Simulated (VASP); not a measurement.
# Pb (Im-3m) in VASP: notebook

Pb is run at these levels: PBE; tasks: single point.

Everything below comes from runs of VASP 6.6.1. Logs are shortened: lines on timing, memory, paths and dates and some standing lists are left out, and cuts for length are marked.

**1. The cell of the first run**

Symmetry: Im-3m, No. 229, cubic system. Conventional cell: a = 3.829 Å, b = 3.829 Å, c = 3.829 Å, α = 90.00°, β = 90.00°, γ = 90.00°. Within 4.4 Å of Pb (site symmetry m-3m) lie 14 Pb at 3.32 to 3.83 Å.

This isn't the form of Pb at room conditions, which is fcc.

**2. Single point, PBE (28.07 Å³/atom)**

Contents of INCAR:

```
SYSTEM = Pb
ALGO = Normal
EDIFF = 1E-6
ENCUT = 520
GGA = PE
ISIF = 2
ISMEAR = -1
LASPH = .TRUE.
LCHARG = .FALSE.
LREAL = .FALSE.
LWAVE = .FALSE.
NBANDS = 13
NELM = 100
PREC = Accurate
SIGMA = 0.1
```

Contents of KPOINTS:

```
k-points
0
G
  13 13 13
  0 0 0
```

Contents of POSCAR:

```
Pb
1.0
   -1.9144977856      1.9144977856      1.9144977856
    1.9144977856     -1.9144977856      1.9144977856
    1.9144977856      1.9144977856     -1.9144977856
Pb
1
Direct
    0.0000000000      0.0000000000      0.0000000000
```

Potentials or basis: VASP PAW PBE potentials, release 64 (Pb_d).

Launch:

```bash
cat potpaw_PBE.64/Pb_d/POTCAR > POTCAR
mpirun -np 1 vasp_std > vasp.out
```

OUTCAR:

```text
SYSTEM = Pb
   EDIFF = 1E-6
   ENCUT = 520
   GGA = PE
   ISIF = 2
   ISMEAR = -1
   LASPH = .TRUE.
   LREAL = .FALSE.
   NELM = 100
   PREC = Accurate

 ion  position               nearest neighbor table
   1  0.000  0.000  0.000-

  LATTYP: Found a body centered cubic cell.
 ALAT       =     3.8289955712

  Lattice vectors:

 A1 = (  -1.9144977856,   1.9144977856,   1.9144977856)
 A2 = (   1.9144977856,  -1.9144977856,   1.9144977856)
 A3 = (   1.9144977856,   1.9144977856,  -1.9144977856)

Analysis of symmetry for initial positions (statically):
=====================================================================
 Subroutine PRICEL returns:
 Original cell was already a primitive cell.

 Routine SETGRP: Setting up the symmetry group for a
 body centered cubic supercell.

 Subroutine GETGRP returns: Found 48 space group operations
 (whereof 48 operations were pure point group operations)
 out of a pool of 48 trial point group operations.

The static configuration has the point symmetry O_h .

Analysis of symmetry for dynamics (positions and initial velocities):
=====================================================================
 Subroutine PRICEL returns:
 Original cell was already a primitive cell.

 Routine SETGRP: Setting up the symmetry group for a
 body centered cubic supercell.

 Subroutine GETGRP returns: Found 48 space group operations
 (whereof 48 operations were pure point group operations)
 out of a pool of 48 trial point group operations.

The dynamic configuration has the point symmetry O_h .

 Subroutine INISYM returns: Found 48 space group operations
 (whereof 48 operations are pure point group operations),
 and found     1 'primitive' translations

----------------------------------------------------------------------------------------

                                     Primitive cell

  volume of cell :      28.0688

  direct lattice vectors                    reciprocal lattice vectors
    -1.914497786  1.914497786  1.914497786     0.000000000  0.261165097  0.261165097
     1.914497786 -1.914497786  1.914497786     0.261165097  0.000000000  0.261165097
     1.914497786  1.914497786 -1.914497786     0.261165097  0.261165097  0.000000000

  length of vectors
     3.316007436  3.316007436  3.316007436     0.369343222  0.369343222  0.369343222

  position of ions in fractional coordinates (direct lattice)
     0.000000000  0.000000000  0.000000000

  ion indices of the primitive-cell ions
   primitive index   ion index
                 1           1

----------------------------------------------------------------------------------------

 KPOINTS: k-points

Automatic generation of k-mesh.
 Grid dimensions read from file:
 generate k-points for:   13   13   13

 Generating k-lattice:

  Cartesian coordinates                     Fractional coordinates (reciprocal lattice)
     0.000000000  0.020089623  0.020089623     0.076923077  0.000000000  0.000000000
     0.020089623  0.000000000  0.020089623     0.000000000  0.076923077  0.000000000
     0.020089623  0.020089623  0.000000000     0.000000000  0.000000000  0.076923077

  Length of vectors
     0.028411017  0.028411017  0.028411017

  Shift w.r.t. Gamma in fractional coordinates (k-lattice)
     0.000000000  0.000000000  0.000000000

 Subroutine IBZKPT returns following result:
 ===========================================

 Found     84 irreducible k-points:

 Following reciprocal coordinates:
            Coordinates               Weight
  0.000000  0.000000  0.000000      1.000000
  0.076923  0.000000  0.000000     12.000000
  0.153846  0.000000  0.000000     12.000000
  0.230769  0.000000  0.000000     12.000000
  0.307692  0.000000  0.000000     12.000000
  0.384615  0.000000  0.000000     12.000000
[... 16 lines left out ...]
  0.153846  0.076923  0.076923     24.000000
  0.230769  0.076923  0.076923     24.000000
 [... further k-points ...]
   k-points           NKPTS =     84   k-points in BZ     NKDIM =     84   number of bands    NBANDS=     13
   number of dos      NEDOS =    301   number of ions     NIONS =      1
   total plane-waves  NPLWV =  21952
   dimension x,y,z NGX =    28 NGY =   28 NGZ =   28
   dimension x,y,z NGXF=    56 NGYF=   56 NGZF=   56
   ions per type =               1
   NGX,Y,Z   is equivalent  to a cutoff of  14.04, 14.04, 14.04 a.u.
   NGXF,Y,Z  is equivalent  to a cutoff of  28.08, 28.08, 28.08 a.u.
 SYSTEM =  Pb
   PREC   = accura    normal or accurate (medium, high low for compatibility)
   ISTART =      0    job   : 0-new  1-cont  2-samecut
   ICHARG =      2    charge: 1-file 2-atom 10-const
   ISPIN  =      1    spin polarized calculation?
   LNONCOLLINEAR =      F non collinear calculations
   LSORBIT =      F    spin-orbit coupling
   LASPH  =      T    aspherical Exc in radial PAW
   ENCUT  =  520.0 eV  38.22 Ry    6.18 a.u.   6.17  6.17  6.17*2*pi/ulx,y,z
   NELM   =    100;   NELMIN=  2; NELMDL= -5     # of ELM steps
   EDIFF  = 0.1E-05   stopping-criterion for ELM
   LREAL  =      F    real-space projection
   EDIFFG = 0.1E-04   stopping-criterion for IOM
   NSW    =      0    number of steps for IOM
   IBRION =     -1    ionic relax: 0-MD 1-quasi-New 2-CG
   NFREE  =      0    steps in history (QN), initial steepest desc. (CG)
   ISIF   =      2    stress and relaxation
   ISYM   =      2    0-nonsym 1-usesym 2-fastsym
   POTIM  = 0.5000    time-step for ionic-motion
   TEBEG  =    0.0;   TEEND  =   0.0 temperature during run
   PSTRESS=    0.0 pullay stress
   NELECT =      14.0000    total number of electrons
   NUPDOWN=      -1.0000    fix difference up-down
   EMIN   =  10.00;   EMAX   =-10.00  energy-range for DOS
   EFERMI =   0.00;   METHOD = LEGACY
   ISMEAR =    -1;   SIGMA  =   0.10  broadening in eV -4-tet -1-fermi 0-gaus
   EFERMI_NEDOS =   21; number of points for ismear=-14 and -15
   IALGO  =     38    algorithm
   IMIX   =      4    mixing-type and parameters
     AMIX     =   0.40;   BMIX     =  1.00
     AMIX_MAG =   1.60;   BMIX_MAG =  1.00
  volume/ion in A,a.u.               =      28.07       189.42
  Fermi-wavevector in a.u.,A,eV,Ry     =   1.298303  2.453436 22.933845  1.685590
  Thomas-Fermi vector in A             =   2.429640
   LORBIT       =      0    0 simple, 1 ext, 2 COOP (PROOUT), +10 PAW based schemes
   GGA     = PE    functional components
   LHFCALC =     F    Hartree Fock is set to
   AEXX    =    0.0000 exact exchange contribution
   IVDW    =     0    specifies the selected vdW correction
   LEPSILON=     F    determine dielectric tensor
   LRPA    =     F    only Hartree local field effects (RPA)
 non-spin polarized calculation
  energy-cutoff  :      520.00
  volume of cell :       28.07
 maximum number of plane-waves:       767
 NGX is ok and might be reduce to    28
   NGX = 13   NGY = 13   NGZ = 13

 number of electron      13.9999998 magnetization

 Free energy of the ion-electron system (eV)
  ---------------------------------------------------
  ext. energy  EPLUGINS =         0.00000000
  ---------------------------------------------------
  free energy    TOTEN  =        -3.46154604 eV

  energy without entropy =       -3.44462999  energy(sigma->0) =       -3.45308802

 E-fermi :   8.1863     XC(G=0): -10.5652

 val. band max:        8.1333597797   @ k =  -0.4615   0.4615   0.3846
 cond. band min:       8.2330735741   @ k =  -0.4615  -0.4615   0.2308
 fundamental gap:      0.0997137944
 Fermi energy:         8.1863117556

 k-point     1 :       0.0000    0.0000    0.0000
  band No.  band energies     occupation
      1      -9.0274      2.00000
      2      -9.0274      2.00000
      3      -9.0274      2.00000
      4      -8.7300      2.00000
      5      -8.7300      2.00000
      6      -4.1251      2.00000
      7      16.5499      0.00000
      8      16.5499      0.00000
      9      16.5499      0.00000
     10      19.4017      0.00000
     11      19.4017      0.00000
     12      19.4017      0.00000
     13      21.3112      0.00000

 k-point     2 :       0.0769    0.0000    0.0000
  band No.  band energies     occupation
      1      -9.0337      2.00000
      2      -9.0203      2.00000
      3      -9.0011      2.00000
      4      -8.7370      2.00000
      5      -8.7305      2.00000
      6      -3.9946      2.00000
      7      15.2016      0.00000
      8      16.0825      0.00000
      9      16.3391      0.00000
     10      18.7303      0.00000
     11      19.1649      0.00000
     12      19.3124      0.00000
     13      21.9409      0.00000

 k-point     3 :       0.1538    0.0000    0.0000
  band No.  band energies     occupation
      1      -9.0511      2.00000
      2      -9.0046      2.00000
      3      -8.9276      2.00000
      4      -8.7540      2.00000
      5      -8.7318      2.00000
      6      -3.6014      2.00000
      7      12.6951      0.00000
      8      15.0599      0.00000
      9      15.7529      0.00000
     10      17.8683      0.00000
     11      18.6972      0.00000
     12      19.4421      0.00000
     13      22.2956      0.00000

 k-point     4 :       0.2308    0.0000    0.0000
  band No.  band energies     occupation
      1      -9.0756      2.00000
      2      -8.9953      2.00000
      3      -8.8218      2.00000
      4      -8.7691      2.00000
      5      -8.7335      2.00000
      6      -2.9452      2.00000
      7      10.1010      0.00000
      8      13.9552      0.00000
      9      15.0160      0.00000
     10      17.1862      0.00000
     11      18.2469      0.00000
     12      19.9906      0.00000
     13      22.5087      0.00000

 k-point     5 :       0.3077    0.0000    0.0000
  band No.  band energies     occupation
      1      -9.1014      2.00000
      2      -9.0047      2.00000
      3      -8.7698      2.00000
      4      -8.7351      2.00000
      5      -8.7067      2.00000
      6      -2.0396      2.00000
      7       7.6723      1.98836
      8      12.9996      0.00000
      9      14.3497      0.00000
     10      16.7003      0.00000
     11      17.8935      0.00000
     12      20.8514      0.00000
     13      22.7543      0.00000
[... 257 lines left out ...]
 k-point    22 :       0.0769    0.0769    0.0769
  band No.  band energies     occupation
      1      -9.0374      2.00000
      2      -9.0374      2.00000
      3      -8.8733      2.00000
      4      -8.7450      2.00000
      5      -8.7450      2.00000
      6      -3.3380      2.00000
      7      11.7988      0.00000
      8      14.2385      0.00000
      9      14.2385      0.00000
     10      19.2747      0.00000
     11      19.2747      0.00000
     12      20.1055      0.00000
     13      22.0169      0.00000

 k-point    23 :       0.1538    0.0769    0.0769
  band No.  band energies     occupation
      1      -9.0616      2.00000
      2      -9.0212      2.00000
      3      -8.7901      2.00000
      4      -8.7582      2.00000
      5      -8.7408      2.00000
      6      -2.6837      2.00000
      7       9.7873      0.00000
      8      12.6324      0.00000
      9      13.4099      0.00000
     10      19.3133      0.00000
     11      19.8588      0.00000
     12      20.4189      0.00000
     13      22.5042      0.00000

 k-point    24 :       0.2308    0.0769    0.0769
  band No.  band energies     occupation
      1      -9.0854      2.00000
      2      -9.0082      2.00000
      3      -8.7657      2.00000
      4      -8.7381      2.00000
      5      -8.7051      2.00000
      6      -1.7901      2.00000
      7       7.6749      1.98804
      8      11.4676      0.00000
      9      12.7395      0.00000
     10      18.9120      0.00000
     11      19.7667      0.00000
     12      21.2081      0.00000
     13      22.8912      0.00000

 [... further k-points ...]

------------------------ aborting loop because EDIFF is reached ----------------------------------------

  FORCE on cell =-STRESS in cart. coord.  units (eV):
  Direction    XX          YY          ZZ          XY          YZ          ZX
  --------------------------------------------------------------------------------------
  -------------------------------------------------------------------------------------
  Total        1.1816473      1.1816473      1.1816473      0.0000000     -0.0000000      0.0000000
  in kB       67.4487412     67.4487412     67.4487412      0.0000000     -0.0000000      0.0000000
  external PRESSURE =      67.4487412 kB  Pullay stress =       0.0000000 kB

 VOLUME and BASIS-vectors are now :
 -----------------------------------------------------------------------------
  energy-cutoff  :      520.00
  volume of cell :       28.07
      direct lattice vectors                 reciprocal lattice vectors
    -1.914497786  1.914497786  1.914497786     0.000000000  0.261165097  0.261165097
     1.914497786 -1.914497786  1.914497786     0.261165097  0.000000000  0.261165097
     1.914497786  1.914497786 -1.914497786     0.261165097  0.261165097  0.000000000

 POSITION                                       TOTAL-FORCE (eV/Angst)
 -----------------------------------------------------------------------------------
      0.00000      0.00000      0.00000         0.000000      0.000000     -0.000000
 -----------------------------------------------------------------------------------
    total drift:                               -0.000000     -0.000000     -0.000000

  FREE ENERGIE OF THE ION-ELECTRON SYSTEM (eV)
  ---------------------------------------------------
  free  energy   TOTEN  =        -3.4615460394 eV

  energy  without entropy=       -3.4446299928  energy(sigma->0) =       -3.45308802
```

It took 33 s on 1 thread of Intel Xeon 8259CL, shared host; peak memory 0.18 GiB.

Results:

```
Free energy            : -3.4615 eV
Pressure               : 6.7 GPa
Band gap on the k mesh : zero (bands 7 and 8 overlap by 10.51 eV)
```

Caveat: the cell stands under pressure; spin-orbit coupling is left out, which moves the levels of the heavy elements.

**3. Single point, PBE (29.34 Å³/atom)**

This run uses another cell than the first one, of 29.34 Å³/atom.

INCAR is that of step 2.

KPOINTS is that of step 2.

Contents of POSCAR:

```
Pb
1.0
   -1.9430765928      1.9430765928      1.9430765928
    1.9430765928     -1.9430765928      1.9430765928
    1.9430765928      1.9430765928     -1.9430765928
Pb
1
Direct
    0.0000000000      0.0000000000      0.0000000000
```

Potentials or basis: VASP PAW PBE potentials, release 64 (Pb_d).

Launch:

```bash
cat potpaw_PBE.64/Pb_d/POTCAR > POTCAR
mpirun -np 1 vasp_std > vasp.out
```

Run time: 36 s. Hardware: 1 thread of Intel Xeon 8259CL, shared host; peak memory 0.17 GiB.

The run converged. Its results:

```yaml
Free_energy: -3.5043 eV
Pressure: 3.9 GPa
Band_gap_on_the_k_mesh: zero (bands 7 and 8 overlap by 9.97 eV)
```

Levels at points of the mesh, in eV from the Fermi level:
| k point | band 3 | band 4 | band 5 | band 6 | band 7 | band 8 | band 9 | band 10 | band 11 | band 12 |
| --- | --- | --- | --- | --- | --- | --- | --- | --- | --- | --- |
| (0.00, 0.00, 0.00) | -17.17 | -16.90 | -16.90 | -11.99 | 7.94 | 7.94 | 7.94 | 11.16 | 11.16 | 11.16 |

Caveat: the cell stands under pressure; spin-orbit coupling is left out, which moves the levels of the heavy elements.

**4. Single point, PBE (30.62 Å³/atom)**

This run uses another cell than the first one, of 30.62 Å³/atom.

Contents of INCAR:

```
SYSTEM = Pb
PREC = Accurate ; ENCUT = 520
EDIFF = 1E-6 ; ISMEAR = -1
SIGMA = 0.1 ; LREAL = .False.
LASPH = .True. ; NELM = 100
ALGO = Normal ; ISIF = 2
LWAVE = .False. ; LCHARG = .False.
GGA = PE ; NBANDS = 13
```

Contents of KPOINTS:

```
regular mesh
0
Gamma
  13 13 13
  0 0 0
```

Contents of POSCAR:

```
Pb
1.0
   -1.9708385806      1.9708385806      1.9708385806
    1.9708385806     -1.9708385806      1.9708385806
    1.9708385806      1.9708385806     -1.9708385806
Pb
1
Direct
    0.0000000000      0.0000000000      0.0000000000
```

Launch:

```bash
cat potpaw_PBE.64/Pb_d/POTCAR > POTCAR
mpirun -np 1 vasp_std > vasp.out
```

Wall time 38 s (1 thread of Intel Xeon 8259CL, shared host); peak memory 0.17 GiB.

Results (log left out):

```
Free energy            : -3.5271 eV
Pressure               : 1.7 GPa
Band gap on the k mesh : zero (bands 7 and 8 overlap by 9.47 eV)
```

Levels at points of the mesh, in eV from the Fermi level:
```tsv
k point	band 3	band 4	band 5	band 6	band 7	band 8	band 9	band 10	band 11	band 12
(0.00, 0.00, 0.00)	-17.13	-16.90	-16.90	-11.70	7.55	7.55	7.55	11.09	11.09	11.09
```

Caveat: spin-orbit coupling is left out, which moves the levels of the heavy elements.

**5. Overview**

| cell | gap on the mesh (eV) | pressure (GPa) |
| --- | --- | --- |
| a = 3.316 Å, angles 109.5°, 1 atom | none | 6.7 |
| a = 3.366 Å, angles 109.5°, 1 atom | none | 3.9 |
| a = 3.414 Å, angles 109.5°, 1 atom | none | 1.7 |

Alike in all rows: task single point; level PBE; potentials or basis VASP PAW PBE potentials, release 64 (Pb_d); no spin polarisation; k mesh 13 × 13 × 13; cutoff (eV) 520; smearing fermi-dirac 0.1 eV.

Caveats: spin-orbit coupling is left out, which moves the levels of the heavy elements; the cell stands under pressure (at least some runs).

Absolute energies hang on the potentials; compare differences alone.
